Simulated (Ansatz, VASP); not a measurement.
**Two plane-wave programs on TaN**

The input INCAR:

```
PREC     = Accurate       # precision mode
ENCUT    = 520            # plane-wave cutoff, eV
EDIFF    = 1E-6           # SCF threshold, eV
ISMEAR   = -1             # smearing method
SIGMA    = 0.05           # smearing width, eV
LREAL    = False          # projectors in reciprocal space
LASPH    = True           # aspherical terms in the spheres
NELM     = 150            # most SCF steps
ALGO     = Normal         # electronic algorithm
ISIF     = 2              # what is computed and relaxed
LWAVE    = False          # write WAVECAR
LCHARG   = False          # write CHGCAR
MAGMOM   = 0 0 0 0 0 0 0 0 0 0 0 0 0 0 0 0 0 0 # initial moments
LORBIT   = 11             # projections on sites
LSORBIT  = True           # spin-orbit coupling
GGA_COMPAT= False        
LORBMOM  = True         
LMAXMIX  = 4              # l up to which the mixer works
NBANDS   = 64             # bands
```

KPOINTS

```
regular mesh
0
Gamma
  5 5 7
```

Contents of POSCAR:

```
TaN
1.0
    5.1960000000      0.0000000000      0.0000000000
   -2.5980000000      4.4998679981      0.0000000000
    0.0000000000      0.0000000000      2.9110000000
Ta N
3 3
Direct
    0.0000000000      0.0000000000      0.0000000000
    0.6666666667      0.3333333333      0.5000000000
    0.3333333333      0.6666666667      0.5000000000
    0.0000000000      0.3928500000      0.0000000000
    0.6071500000      0.6071500000      0.0000000000
    0.3928500000      0.0000000000      0.0000000000
```

The input input.yaml:

```yaml
crystal:
  lattice:
    - [5.196, 0.0, 0.0]
    - [-2.598, 4.4998679981, 0.0]
    - [0.0, 0.0, 2.911]
  atoms:
    - { symbol: Ta, position: [0.0, 0.0, 0.0] }
    - { symbol: Ta, position: [0.6666666667, 0.3333333333, 0.5] }
    - { symbol: Ta, position: [0.3333333333, 0.6666666667, 0.5] }
    - { symbol: "N", position: [0.0, 0.39285, 0.0] }
    - { symbol: "N", position: [0.60715, 0.60715, 0.0] }
    - { symbol: "N", position: [0.39285, 0.0, 0.0] }
hamiltonian:
  xc: lda
  pseudopotentials: { kind: paw_fr }
magnetization:
  noncollinear: true
  spin_orbit: true
kpoints:
  mp_grid: { grid: [5, 5, 7] }
  band_path:
    path:
      - [[0.0, 0.0, 0.0], [0.5, 0.0, 0.0], [0.3333333333, 0.3333333333, 0.0], [0.0, 0.0, 0.0], [0.0, 0.0, 0.5], [0.5, 0.0, 0.5], [0.3333333333, 0.3333333333, 0.5], [0.0, 0.0, 0.5]]
      - [[0.5, 0.0, 0.5], [0.5, 0.0, 0.0]]
      - [[0.3333333333, 0.3333333333, 0.0], [0.3333333333, 0.3333333333, 0.5]]
    npoints: 14
scf:
  occupations: { method: fermi_dirac, width: 0.05 }
  n_extra_bands: 15
output:
  forces: true
  stress: true
  eigenvalues: true
  fatbands: true
  write_density: true
  write_potential: true
  elf: true
  volumetric_format: npy
```

Alike in both runs: functional LDA; k mesh 5 × 5 × 7; occupations fermi-dirac, width 0.05 eV; non-collinear spin, spin-orbit coupling.

```csv
,VASP,Ansatz
version,VASP 6.6.1,Ansatz 0.2.0
potentials or method,"VASP PAW LDA potentials, release 64 (Ta_pv, N)",Ansatz PAW
plane-wave cutoff (eV),520,420
valence electrons in the cell,48,54
task,single point,band structure
```

```csv
,VASP,Ansatz,Ansatz less VASP
pressure (GPa),-8.1,-10.4,-2.31
"traceless stress, the component that is largest in VASP (GPa)",-1.14,-1.14,+0.005
rms of the force components (eV/Å),0.020,0.025,+0.0057
net moment per atom (μB),0.00,0.00,0.000
```

LDA's correlation is that of Perdew and Zunger in VASP and of Perdew and Wang (1992) in Ansatz. Atom by atom the forces differ by 0.006 eV/Å (rms over components). VASP's potentials hold 48 valence electrons a cell and Ansatz's 54, so a difference there can come from the potentials and not from the codes.
